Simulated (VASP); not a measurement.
# Si2N (P-3m1) in VASP: further runs

Runs on Si2N. Level: PBE. Tasks: single point, relaxation of cell and atoms.

All numbers are computed with VASP 6.6.1; they aren't measurements. Logs are shortened: lines on timing, memory, paths and dates and some standing lists are left out, and cuts for length are marked.

## 1. The cell of the first run

The structure is trigonal, space group P-3m1 (No. 164). The conventional cell has a = 2.731 Å, b = 2.731 Å, c = 5.388 Å, α = 90.00°, β = 90.00°, γ = 120.00°. Si (site symmetry 3m) has 3 N at 2.07 Å and 6 Si at 2.73 Å within 2.8 Å. Within 2.8 Å of N (site symmetry -3m) lie 6 Si at 2.07 Å and 6 N at 2.73 Å.

The cell was generated, and may not be a known phase.

## 2. Single point, PBE

The input, INCAR:

```
PREC     = Accurate       # precision mode
ENCUT    = 520            # plane-wave cutoff, eV
EDIFF    = 1E-6           # SCF threshold, eV
ISMEAR   = 0              # smearing method
SIGMA    = 0.1            # smearing width, eV
LREAL    = F              # projectors in reciprocal space
LASPH    = T              # aspherical terms in the spheres
NELM     = 60             # most SCF steps
ALGO     = Normal         # electronic algorithm
ISIF     = 2              # what is computed and relaxed
LWAVE    = F              # write WAVECAR
LCHARG   = T              # write CHGCAR
GGA      = PE             # functional
LELF     = T              # ELF
LVHAR    = T            
NBANDS   = 14             # bands
```

The input, KPOINTS:

```
regular mesh
0
Gamma
  6 6 4
```

The input, POSCAR:

```
Si2N
1.0
    2.7306251657     -0.0000000027      0.0000000000
   -1.3653125805      2.3647907631      0.0000000000
    0.0000000000      0.0000000000      5.3880341923
Si N
2 1
Direct
    0.6666666667      0.3333333333      0.7521256507
    0.3333333333      0.6666666667      0.2478743493
    0.0000000000      0.0000000000      0.0000000000
```

Potentials or basis: VASP PAW PBE potentials, release 64 (Si, N).

Started as:

```
$ cat potpaw_PBE.64/Si/POTCAR potpaw_PBE.64/N/POTCAR > POTCAR
$ mpirun -np 1 vasp_std > vasp.out
```

OUTCAR:

```text
PREC = Accurate
   ENCUT = 520
   EDIFF = 1E-6
   ISMEAR = 0
   LREAL = F
   LASPH = T
   NELM = 60
   ISIF = 2
   GGA = PE

 ion  position               nearest neighbor table
   1  0.667  0.333  0.752-   3 2.07   3 2.07   3 2.07   2 3.10   2 3.10   2 3.10   2 3.14   2 3.14
                             2 3.14
   2  0.333  0.667  0.248-   3 2.07   3 2.07   3 2.07   1 3.10   1 3.10   1 3.10   1 3.14   1 3.14
                             1 3.14
   3  0.000  0.000  0.000-   1 2.07   2 2.07   1 2.07   2 2.07   1 2.07   2 2.07

  LATTYP: Found a hexagonal cell.
 ALAT       =     2.7306251657
 C/A-ratio  =     1.9731870416

  Lattice vectors:

 A1 = (   2.7306251657,  -0.0000000027,   0.0000000000)
 A2 = (  -1.3653125805,   2.3647907631,   0.0000000000)
 A3 = (   0.0000000000,   0.0000000000,   5.3880341923)

Analysis of symmetry for initial positions (statically):
=====================================================================
 Subroutine PRICEL returns:
 Original cell was already a primitive cell.

 Routine SETGRP: Setting up the symmetry group for a
 hexagonal supercell.

 Subroutine GETGRP returns: Found 12 space group operations
 (whereof 12 operations were pure point group operations)
 out of a pool of 24 trial point group operations.

The static configuration has the point symmetry D_3d.

Analysis of symmetry for dynamics (positions and initial velocities):
=====================================================================
 Subroutine PRICEL returns:
 Original cell was already a primitive cell.

 Routine SETGRP: Setting up the symmetry group for a
 hexagonal supercell.

 Subroutine GETGRP returns: Found 12 space group operations
 (whereof 12 operations were pure point group operations)
 out of a pool of 24 trial point group operations.

The dynamic configuration has the point symmetry D_3d.

 Subroutine INISYM returns: Found 12 space group operations
 (whereof 12 operations are pure point group operations),
 and found     1 'primitive' translations

----------------------------------------------------------------------------------------

                                     Primitive cell

  volume of cell :      34.7925

  direct lattice vectors                    reciprocal lattice vectors
     2.730625166 -0.000000003  0.000000000     0.366216504  0.211435196  0.000000000
    -1.365312580  2.364790763  0.000000000     0.000000000  0.422870394  0.000000000
     0.000000000  0.000000000  5.388034192     0.000000000  0.000000000  0.185596447

  length of vectors
     2.730625166  2.730625166  5.388034192     0.422870394  0.422870394  0.185596447

  position of ions in fractional coordinates (direct lattice)
     0.666666667  0.333333333  0.752125651
     0.333333333  0.666666667  0.247874349
     0.000000000  0.000000000  0.000000000

  ion indices of the primitive-cell ions
   primitive index   ion index
                 1           1
                 2           2
                 3           3

----------------------------------------------------------------------------------------

 KPOINTS: regular mesh

Automatic generation of k-mesh.
 Grid dimensions read from file:
 generate k-points for:    6    6    4

 Generating k-lattice:

  Cartesian coordinates                     Fractional coordinates (reciprocal lattice)
     0.061036084  0.035239199  0.000000000     0.166666667 -0.000000000  0.000000000
     0.000000000  0.070478399  0.000000000    -0.000000000  0.166666667  0.000000000
     0.000000000  0.000000000  0.046399112     0.000000000  0.000000000  0.250000000

  Length of vectors
     0.070478399  0.070478399  0.046399112

  Shift w.r.t. Gamma in fractional coordinates (k-lattice)
     0.000000000  0.000000000  0.000000000

 Subroutine IBZKPT returns following result:
 ===========================================

 Found     24 irreducible k-points:

 Following reciprocal coordinates:
            Coordinates               Weight
  0.000000  0.000000  0.000000      1.000000
  0.166667 -0.000000  0.000000      6.000000
  0.333333 -0.000000  0.000000      6.000000
  0.500000  0.000000  0.000000      3.000000
  0.166667  0.166667  0.000000      6.000000
  0.333333  0.166667  0.000000     12.000000
[... 16 lines left out ...]
  0.333333  0.166667  0.500000     12.000000
  0.333333  0.333333  0.500000      2.000000
   k-points           NKPTS =     24   k-points in BZ     NKDIM =     24   number of bands    NBANDS=     14
   number of dos      NEDOS =    301   number of ions     NIONS =      3
   total plane-waves  NPLWV =  16000
   dimension x,y,z NGX =    20 NGY =   20 NGZ =   40
   dimension x,y,z NGXF=    40 NGYF=   40 NGZF=   80
   ions per type =               2   1
   NGX,Y,Z   is equivalent  to a cutoff of  12.18, 12.18, 12.34 a.u.
   NGXF,Y,Z  is equivalent  to a cutoff of  24.35, 24.35, 24.68 a.u.
 SYSTEM =  unknown system
   PREC   = accura    normal or accurate (medium, high low for compatibility)
   ISTART =      0    job   : 0-new  1-cont  2-samecut
   ICHARG =      2    charge: 1-file 2-atom 10-const
   ISPIN  =      1    spin polarized calculation?
   LNONCOLLINEAR =      F non collinear calculations
   LSORBIT =      F    spin-orbit coupling
   LASPH  =      T    aspherical Exc in radial PAW
   ENCUT  =  520.0 eV  38.22 Ry    6.18 a.u.   5.08  5.08 10.02*2*pi/ulx,y,z
   NELM   =     60;   NELMIN=  2; NELMDL= -5     # of ELM steps
   EDIFF  = 0.1E-05   stopping-criterion for ELM
   LREAL  =      F    real-space projection
   EDIFFG = 0.1E-04   stopping-criterion for IOM
   NSW    =      0    number of steps for IOM
   IBRION =     -1    ionic relax: 0-MD 1-quasi-New 2-CG
   NFREE  =      0    steps in history (QN), initial steepest desc. (CG)
   ISIF   =      2    stress and relaxation
   ISYM   =      2    0-nonsym 1-usesym 2-fastsym
   POTIM  = 0.5000    time-step for ionic-motion
   TEBEG  =    0.0;   TEEND  =   0.0 temperature during run
   PSTRESS=    0.0 pullay stress
   NELECT =      13.0000    total number of electrons
   NUPDOWN=      -1.0000    fix difference up-down
   EMIN   =  10.00;   EMAX   =-10.00  energy-range for DOS
   EFERMI =   0.00;   METHOD = LEGACY
   ISMEAR =     0;   SIGMA  =   0.10  broadening in eV -4-tet -1-fermi 0-gaus
   EFERMI_NEDOS =   21; number of points for ismear=-14 and -15
   IALGO  =     38    algorithm
   IMIX   =      4    mixing-type and parameters
     AMIX     =   0.40;   BMIX     =  1.00
     AMIX_MAG =   1.60;   BMIX_MAG =  1.00
  volume/ion in A,a.u.               =      11.60        78.26
  Fermi-wavevector in a.u.,A,eV,Ry     =   1.179128  2.228229 18.916758  1.390342
  Thomas-Fermi vector in A             =   2.315444
   LORBIT       =      0    0 simple, 1 ext, 2 COOP (PROOUT), +10 PAW based schemes
   GGA     = PE    functional components
   LHFCALC =     F    Hartree Fock is set to
   AEXX    =    0.0000 exact exchange contribution
   IVDW    =     0    specifies the selected vdW correction
   LEPSILON=     F    determine dielectric tensor
   LRPA    =     F    only Hartree local field effects (RPA)
 non-spin polarized calculation
 Gauss-broadening in eV      SIGMA  =   0.10
  energy-cutoff  :      520.00
  volume of cell :       34.79
 maximum number of plane-waves:       950
   NGX = 11   NGY = 11   NGZ = 21

 number of electron      12.9999999 magnetization

 Free energy of the ion-electron system (eV)
  ---------------------------------------------------
  ext. energy  EPLUGINS =         0.00000000
  ---------------------------------------------------
  free energy    TOTEN  =       -17.84303065 eV

  energy without entropy =      -17.83815627  energy(sigma->0) =      -17.84059346

 E-fermi :   9.7717     XC(G=0): -11.4820

 val. band max:        9.7358907405   @ k =   0.3333   0.1667   0.2500
 cond. band min:      10.3080023071   @ k =   0.3333   0.3333   0.2500
 fundamental gap:      0.5721115667
 Fermi energy:         9.7716762760

 k-point     1 :       0.0000    0.0000    0.0000
  band No.  band energies     occupation
      1      -9.4842      2.00000
      2      -2.0531      2.00000
      3       0.1881      2.00000
      4       7.8293      2.00000
      5       7.8293      2.00000
      6       9.3533      2.00000
      7      12.3202      0.00000
      8      17.2337      0.00000
      9      18.2254      0.00000
     10      18.2254      0.00000
     11      19.5728      0.00000
     12      21.1319      0.00000
     13      21.1319      0.00000
     14      22.0703      0.00000

 k-point     2 :       0.1667   -0.0000    0.0000
  band No.  band energies     occupation
      1      -8.9326      2.00000
      2      -1.4054      2.00000
      3       0.7874      2.00000
      4       5.4905      2.00000
      5       7.2782      2.00000
      6       9.4931      1.99992
      7      13.3173      0.00000
      8      15.0697      0.00000
      9      15.9644      0.00000
     10      17.8893      0.00000
     11      17.9438      0.00000
     12      18.6871      0.00000
     13      19.0139      0.00000
     14      20.9878      0.00000

 k-point     3 :       0.3333   -0.0000    0.0000
  band No.  band energies     occupation
      1      -7.4457      2.00000
      2       0.4098      2.00000
      3       1.0219      2.00000
      4       3.4675      2.00000
      5       6.3785      2.00000
      6       8.3205      2.00000
      7      10.5317      0.00000
      8      12.6397      0.00000
      9      14.2513      0.00000
     10      16.4742      0.00000
     11      16.6217      0.00000
     12      17.3227      0.00000
     13      18.4995      0.00000
     14      20.5435      0.00000
[... 324 lines left out ...]
 k-point    23 :       0.3333    0.1667    0.5000
  band No.  band energies     occupation
      1      -6.3262      2.00000
      2       0.2836      2.00000
      3       1.2669      2.00000
      4       3.9767      2.00000
      5       5.3447      2.00000
      6       8.7764      2.00000
      7       8.8185      2.00000
      8      11.5146      0.00000
      9      12.3302      0.00000
     10      14.0892      0.00000
     11      15.1341      0.00000
     12      18.0534      0.00000
     13      18.8611      0.00000
     14      21.8131      0.00000

 k-point    24 :       0.3333    0.3333    0.5000
  band No.  band energies     occupation
      1      -5.6648      2.00000
      2       1.1390      2.00000
      3       1.1390      2.00000
      4       2.7316      2.00000
      5       6.1196      2.00000
      6       6.1196      2.00000
      7      11.4521      0.00000
      8      11.4771      0.00000
      9      11.8871      0.00000
     10      11.8871      0.00000
     11      15.0973      0.00000
     12      15.0973      0.00000
     13      21.1793      0.00000
     14      21.1793      0.00000

------------------------ aborting loop because EDIFF is reached ----------------------------------------

  FORCE on cell =-STRESS in cart. coord.  units (eV):
  Direction    XX          YY          ZZ          XY          YZ          ZX
  --------------------------------------------------------------------------------------
  -------------------------------------------------------------------------------------
  Total       -0.0179946     -0.0179946     -0.0808926     -0.0000000      0.0000000      0.0000000
  in kB       -0.8286443     -0.8286443     -3.7250670     -0.0000000      0.0000000      0.0000000
  external PRESSURE =      -1.7941185 kB  Pullay stress =       0.0000000 kB

 VOLUME and BASIS-vectors are now :
 -----------------------------------------------------------------------------
  energy-cutoff  :      520.00
  volume of cell :       34.79
      direct lattice vectors                 reciprocal lattice vectors
     2.730625166 -0.000000003  0.000000000     0.366216504  0.211435196  0.000000000
    -1.365312580  2.364790763  0.000000000     0.000000000  0.422870394  0.000000000
     0.000000000  0.000000000  5.388034192     0.000000000  0.000000000  0.185596447

 POSITION                                       TOTAL-FORCE (eV/Angst)
 -----------------------------------------------------------------------------------
      1.36531      0.78826      4.05248        -0.000000      0.000000     -0.001020
      0.00000      1.57653      1.33556        -0.000000     -0.000000      0.001020
      0.00000      0.00000      0.00000         0.000000      0.000000      0.000000
 -----------------------------------------------------------------------------------
    total drift:                                0.000000      0.000000     -0.000000

  FREE ENERGIE OF THE ION-ELECTRON SYSTEM (eV)
  ---------------------------------------------------
  free  energy   TOTEN  =       -17.8430306505 eV

  energy  without entropy=      -17.8381562660  energy(sigma->0) =      -17.84059346
```

Wall time 6.7 s (1 thread of Intel Xeon Platinum 8559C (Emerald Rapids), shared host); peak memory 0.14 GiB.

What came out:

```yaml
Free_energy: -17.8430 eV
Pressure: -0.2 GPa
Band_gap_on_the_k_mesh: zero (an odd number of electrons rules out a gap without spin polarisation)
```

Stress tensor (GPa, compression positive):
```
-0.08  0.00  0.00
 0.00 -0.08  0.00
 0.00  0.00 -0.37
```

Caveat: the k points lie up to 0.44 Å⁻¹ apart, too coarse for converged energies and pressures of a metal; an odd number of electrons without spin polarisation forces a metal; a magnetic or distorted state may lie lower.

## 3. Single point, PBE

This run uses another cell than the first one, of 12.96 Å³/atom.

The input, INCAR:

```
PREC = Accurate
ENCUT = 520
EDIFF = 1E-7
ISMEAR = 0
SIGMA = 0.1
LREAL = False
LASPH = True
NELM = 100
ALGO = Normal
ISIF = 2
LWAVE = False
LCHARG = False
GGA = PE
NBANDS = 14
```

The input, KPOINTS:

```
Automatic mesh
0
Gamma
  6 6 4
```

The input, POSCAR:

```
Si2N
1.0
    2.9088847700      0.0000000000      0.0000000000
   -1.4544423800      2.5191681100      0.0000000000
    0.0000000000      0.0000000000      5.3037825600
Si N
2 1
Direct
    0.6666666700      0.3333333300      0.7542821200
    0.3333333300      0.6666666700      0.2457178800
    0.0000000000      0.0000000000      0.0000000000
```

Potentials or basis: VASP PAW PBE potentials, release 64 (Si, N).

Started as:

```
$ cat potpaw_PBE.64/Si/POTCAR potpaw_PBE.64/N/POTCAR > POTCAR
$ mpirun -np 1 vasp_std > vasp.out
```

It took 7.5 s on 1 thread of Intel Xeon Platinum 8559C (Emerald Rapids), shared host; peak memory 0.15 GiB.

Results (log left out):

```yaml
Free_energy: -17.5744 eV
Pressure: -8.5 GPa
Largest_force: 0.639 eV/Å
Band_gap_on_the_k_mesh: zero (an odd number of electrons rules out a gap without spin polarisation)
```

Forces on the atoms (eV/Å):
```
Si   0.000  0.000 -0.639
Si   0.000  0.000  0.639
N    0.000  0.000  0.000
```

Stress tensor (GPa, compression positive):
```
-14.73   0.00   0.00
  0.00 -14.73   0.00
  0.00   0.00   4.07
```

Levels at points of the mesh, in eV from the Fermi level:
```
           k point  band 4  band 5  band 6  band 7  band 8  band 9
(0.00, 0.00, 0.00)   -2.92   -2.92    0.12    1.25    6.11    6.11
(0.50, 0.00, 0.00)   -4.52   -4.19   -3.44   -3.16    2.16    2.94
(0.00, 0.00, 0.50)   -4.58   -2.91   -2.91    3.00    6.03    6.46
(0.50, 0.00, 0.50)   -5.98   -4.50   -0.92   -0.84    0.94    2.22
```

Caveat: the k points lie up to 0.42 Å⁻¹ apart, too coarse for converged energies and pressures of a metal; an odd number of electrons without spin polarisation forces a metal; a magnetic or distorted state may lie lower.

## 4. Relaxation of cell and atoms, PBE

This run uses another cell than the first one, of 12.96 Å³/atom.

The input, INCAR:

```
SYSTEM = Si2N
ALGO     = Normal         ! electronic algorithm
EDIFF    = 1E-6           ! SCF threshold, eV
EDIFFG   = -0.04          ! ionic threshold
ENCUT    = 600            ! plane-wave cutoff, eV
GGA      = PE             ! functional
IBRION   = 2              ! ionic algorithm
ISIF     = 3              ! what is computed and relaxed
ISMEAR   = 0              ! smearing method
LASPH    = .True.         ! aspherical terms in the spheres
LCHARG   = .False.        ! write CHGCAR
LREAL    = .False.        ! projectors in reciprocal space
LWAVE    = .False.        ! write WAVECAR
NELM     = 100            ! most SCF steps
NSW      = 90             ! ionic steps
PREC     = Accurate       ! precision mode
SIGMA    = 0.1            ! smearing width, eV
```

The input, KPOINTS:

```
k-points
0
Gamma
  6 6 4
  0 0 0
```

POSCAR is that of step 3.

Started as:

```
$ cat potpaw_PBE.64/Si/POTCAR potpaw_PBE.64/N/POTCAR > POTCAR
$ mpirun -np 1 vasp_std > vasp.out
```

Run time: 23 s. Hardware: 1 thread of Intel Xeon Platinum 8559C (Emerald Rapids), shared host; peak memory 0.16 GiB.

It converged, with:

| Item | Value |
| --- | --- |
| Free energy | -17.8484 eV |
| Relaxed volume | 11.50 Å³/atom |
| Relaxed cell | a = 2.727 Å, b = 2.727 Å, c = 5.357 Å, α = 90.00°, β = 90.00°, γ = 120.00° |
| Space group after relaxing (to 0.1 Å) | P-3m1 (No. 164) |
| Energy gained by relaxing | 90.7 meV/atom |
| Ionic steps | 7 |
| Pressure after relaxing | 0.2 GPa |
| Largest force after relaxing | 0.036 eV/Å |
| Band gap on the k mesh | zero (an odd number of electrons rules out a gap without spin polarisation) |

Forces in eV/Å, atoms in the order of the input:
```
Si   0.000  0.000  0.036
Si   0.000  0.000 -0.036
N    0.000  0.000  0.000
```

Stress tensor (GPa, compression positive):
```
0.10 0.00 0.00
0.00 0.10 0.00
0.00 0.00 0.50
```

Step by step:
```csv
step,energy change (eV),largest force (eV/Å),pressure (GPa),volume (Å³)
1,0.0000,0.6388,-8.53,38.87
2,-0.2610,0.5037,-2.61,35.05
3,-0.2611,0.4806,-2.77,35.12
4,-0.2578,0.4879,3.61,33.77
5,-0.2715,0.0521,0.16,34.48
6,-0.2715,0.0433,0.23,34.47
7,-0.2720,0.0361,0.24,34.50
```

Final structure:
```yaml
crystal:
  lattice:
    - [2.72711, 0.00000, 0.00000]
    - [-1.36355, 2.36175, 0.00000]
    - [0.00000, 0.00000, 5.35724]
  atoms:
    - { symbol: Si, position: [0.66667, 0.33333, 0.75079] }
    - { symbol: Si, position: [0.33333, 0.66667, 0.24921] }
    - { symbol: N, position: [0.00000, 0.00000, 0.00000] }
```

Levels at points of the mesh, in eV from the Fermi level:
| k point | band 4 | band 5 | band 6 | band 7 | band 8 | band 9 |
| --- | --- | --- | --- | --- | --- | --- |
| (0.00, 0.00, 0.00) | -1.90 | -1.90 | -0.31 | 2.64 | 7.55 | 8.50 |
| (0.50, 0.00, 0.00) | -3.74 | -3.72 | -3.51 | -3.36 | 3.15 | 3.48 |
| (0.00, 0.00, 0.50) | -5.31 | -1.90 | -1.90 | 5.16 | 6.85 | 8.86 |
| (0.50, 0.00, 0.50) | -5.78 | -3.73 | -0.75 | -0.57 | 0.80 | 2.69 |

Caveat: the k points lie up to 0.44 Å⁻¹ apart in the final cell, too coarse for converged energies and pressures of a metal; an odd number of electrons without spin polarisation forces a metal; a magnetic or distorted state may lie lower.

## 5. Summary

| task | cell | cutoff (eV) | gap on the mesh (eV) | pressure (GPa) | largest force (eV/Å) |
| --- | --- | --- | --- | --- | --- |
| single point | a = 2.731, b = 2.731, c = 5.388 Å, angles 90.0, 90.0, 120.0°, 3 atoms, atomic positions A | 520 | none | -0.2 | - |
| single point | a = 2.909, b = 2.909, c = 5.304 Å, angles 90.0, 90.0, 120.0°, 3 atoms, atomic positions B | 520 | none | -8.5 | 0.64 |
| relaxation of cell and atoms | relaxed from a = 2.909, b = 2.909, c = 5.304 Å, angles 90.0, 90.0, 120.0°, 3 atoms, atomic positions B | 600 | none | 0.2 | 0.04 |

Alike in all rows: level PBE; potentials or basis VASP PAW PBE potentials, release 64 (Si, N); no spin polarisation; k mesh 6 × 6 × 4; smearing gaussian 0.1 eV.

Caveats: all runs use coarse meshes; an odd number of electrons without spin polarisation forces a metal; a magnetic or distorted state may lie lower.

Absolute energies hang on the potentials; compare differences alone.

The gap in the log of VASP goes by the Fermi energy; the results here count the filled bands.